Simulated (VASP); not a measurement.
Runs of VASP 6.6.1 on AlN. The structure is that of space group Fm-3m (No. 225), or close to it. The cells are those of the table. 

```csv
cell,gap on the mesh (eV),pressure (GPa)
"a = 2.913, b = 2.913, c = 2.949 Å, angles 59.6, 59.6, 60.8°, 2 atoms",3.63,(c)
"a = 2.842, b = 2.842, c = 2.805 Å, angles 60.4, 60.4, 59.2°, 2 atoms",4.58,(a)
"a = 2.842, b = 2.842, c = 2.877 Å, angles 59.6, 59.6, 60.8°, 2 atoms",4.31,-4.0
"a = 2.806, b = 2.806, c = 2.733 Å, angles 60.9, 60.9, 58.3°, 2 atoms",4.68,20.8
"a = 2.770, b = 2.770, c = 2.733 Å, angles 60.4, 60.4, 59.1°, 2 atoms",4.78,29.0
"a = 2.805 Å, angles 60.0°, 2 atoms",5.02,10.3
"a = 2.733 Å, angles 60.0°, 2 atoms",4.91,(b)
```

Alike in all rows: task single point; level LDA; potentials or basis VASP PAW LDA potentials, release 64 (Al, N); no spin polarisation; k mesh 10 × 10 × 10; cutoff (eV) 600; smearing gaussian 0.05 eV.

Task: Estimate the missing entries.

Result: (a) 3.0; (b) 39.1; (c) -20.7.

Caveats: the cell stands under pressure (at least some runs); the cell stands under tension (at least some runs).

A k mesh can miss the band edges.
